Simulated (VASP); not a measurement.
## Cd: relaxation of cell and atoms with PBE

The system is Cd.

```
Cd
1.0
     0.00000    2.25077    2.25077
     2.25077    0.00000    2.25077
     2.25077    2.25077    0.00000
Cd
1
Cartesian
  0.0000 0.0000 0.0000
```

This isn't the form of Cd at room conditions, which is hcp.

- Program: VASP 6.6.1
- Task: relaxation of cell and atoms
- Functional: PBE
- Potentials or basis: VASP PAW PBE potentials, release 64 (Cd)
- Cutoff: 600 eV
- k mesh: 15 × 15 × 15
- Occupations: fermi-dirac, width 0.08 eV
- Spin: no spin polarisation
- Target pressure: 0.046 GPa
- Dipole correction: no
- Further INCAR settings: ALGO = Normal; EDIFF = 1e-06; IBRION = 2; EDIFFG = -0.005; NSW = 60; ISIF = 3

- Relaxed volume: 22.87 Å³/atom
- Relaxed cell: a = 3.186 Å, b = 3.186 Å, c = 3.186 Å, α = 60.00°, β = 60.00°, γ = 60.00°
- Space group after relaxing (to 0.1 Å): Fm-3m (No. 225)
- Energy change on relaxing (the run minimises the enthalpy): -0.1 meV/atom
- Ionic steps: 2
- Pressure after relaxing: 0.1 GPa
- Band gap on the k mesh: zero (bands 6 and 7 overlap by 2.55 eV)

Final structure:
```
Cd
1.0
     0.00000    2.25291    2.25291
     2.25291    0.00000    2.25291
     2.25291    2.25291    0.00000
Cd
1
Cartesian
  2.2529 0.0000 2.2529
```

Levels at points of the mesh, in eV from the Fermi level:
```tsv
k point	band 4	band 5	band 6	band 7	band 8	band 9
(0.00, 0.00, 0.00)	-8.56	-8.56	-8.40	13.78	14.54	14.54
```

Wall time 20 s on 1 thread of Intel(R) Xeon(R) 6975P-C (Granite Rapids), on a shared host, peak memory 0.18 GiB.

Caveat: the cell is relaxed towards a set pressure, so the run minimises the enthalpy, not the energy.
